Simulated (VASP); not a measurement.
Write the native input for VASP 6.6.1 that does the following.

```yaml
Task: electric field gradients
Functional: PBEsol
Dispersion: D3(BJ)
Potentials_or_basis: VASP PAW PBE potentials, release 64 (O)
Cutoff: 520 eV
k_mesh: 3 × 3 × 3, shifted
Occupations: gaussian, width 0.1 eV
Spin: no spin polarisation
Dipole_correction: no
Further_INCAR_settings: ALGO = Normal; EDIFF = 1e-08; NBANDS = 13; ISYM = 0
```

The structure of O lies in POSCAR:

```
O
1.0
    1.4233490221      0.8217709410      3.4083000000
   -1.4233490221      0.8217709410      3.4083000000
    0.0000000000     -1.6435418821      3.4083000000
O
2
Direct
    0.0577000000      0.0577000000      0.0577000000
    0.9423000000      0.9423000000      0.9423000000
```

One way to write it, as run:

INCAR

```
SYSTEM = O
ALGO = Normal
EDIFF = 1E-8
ENCUT = 520
GGA = PS
GGA_COMPAT = .FALSE.
ISIF = 2
ISMEAR = 0
ISYM = 0
IVDW = 12
LASPH = .TRUE.
LCHARG = .FALSE.
LEFG = .TRUE.
LREAL = .FALSE.
LWAVE = .FALSE.
NBANDS = 13
NELM = 120
PREC = Accurate
SIGMA = 0.1
```

KPOINTS

```
Automatic mesh
0
Gamma
  3 3 3
  0.5 0.5 0
```

Potentials or basis: VASP PAW PBE potentials, release 64 (O).

Run with:

```sh
$ cat potpaw_PBE.64/O/POTCAR > POTCAR
$ mpirun -np 1 vasp_std > vasp.out
```

Results of the run:

```json
{"Pressure": "5.8 GPa", "Largest force": "4.013 eV/Å", "Band gap on the k mesh": "zero (band 6 reaches 0.75 eV, above the bottom of band 7 at 0.30 eV)", "Dispersion energy per atom": "-0.043 eV"}
```

Caveat: the k points lie up to 0.87 Å⁻¹ apart; the standard files for N, O and F lose accuracy on very short bonds; spin is off for a triplet molecule; three body term missing; without QUAD_EFG the Cq values of the log hold for a quadrupole moment of 1 mb, not for the nuclei; the PAW data sets were made with another functional, which shifts forces and pressure a little; pairwise dispersion overbinds metals, which lowers pressure and volume.

It took 11 s on 1 thread of AMD EPYC 9R45 96-Core Processor (Zen 5), with other jobs on the host, peak memory 0.13 GiB.
